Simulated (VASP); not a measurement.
Here is a VASP 6.6.1 calculation.

The input INCAR:

```
  ALGO = Normal
  EDIFF = 1E-6
  EDIFFG = -0.01
  ENCUT = 600
  GGA = PE
  IBRION = 2
  ISIF = 3
  ISMEAR = 0
  LASPH = T
  LCHARG = F
  LREAL = F
  LWAVE = F
  NELM = 60
  NSW = 100
  PREC = Accurate
  SIGMA = 0.1
```

File KPOINTS:

```
k-points
0
Gamma
  8 8 8
```

File POSCAR:

```
Sb2O
1.0
   -3.1570095911      3.1570095911      3.0429864145
    3.1570095911     -3.1570095911      3.0429864145
    3.1570095911      3.1570095911     -3.0429864145
Sb O
4 2
Direct
    0.7402350625      0.2402350625      0.9804701251
    0.2402350625      0.2597649375      0.5000000000
    0.2597649375      0.7597649375      0.0195298749
    0.7597649375      0.7402350625      0.5000000000
    0.2500000000      0.2500000000      0.0000000000
    0.7500000000      0.7500000000      0.0000000000
```

Potentials or basis: VASP PAW PBE potentials, release 64 (Sb, O).

Launch:

```console
$ cat potpaw_PBE.64/Sb/POTCAR potpaw_PBE.64/O/POTCAR > POTCAR
$ mpirun -np 1 vasp_std > vasp.out
```

Q: Estimate the band gap on the k mesh.

A: Zero (bands 16 and 17 overlap by 2.26 eV).

Q: Estimate the relaxed cell.

A: a = 5.393 Å, b = 5.393 Å, c = 5.393 Å, α = 108.57°, β = 108.57°, γ = 111.28°.

Forces in eV/Å, atoms in the order of the input:
```
Sb  -0.002 -0.002  0.000
Sb   0.002 -0.002  0.000
Sb   0.002  0.002  0.000
Sb  -0.002  0.002  0.000
O    0.000  0.000  0.000
O    0.000  0.000  0.000
```

Caveat: spin-orbit coupling is left out, which moves the levels of the heavy elements.
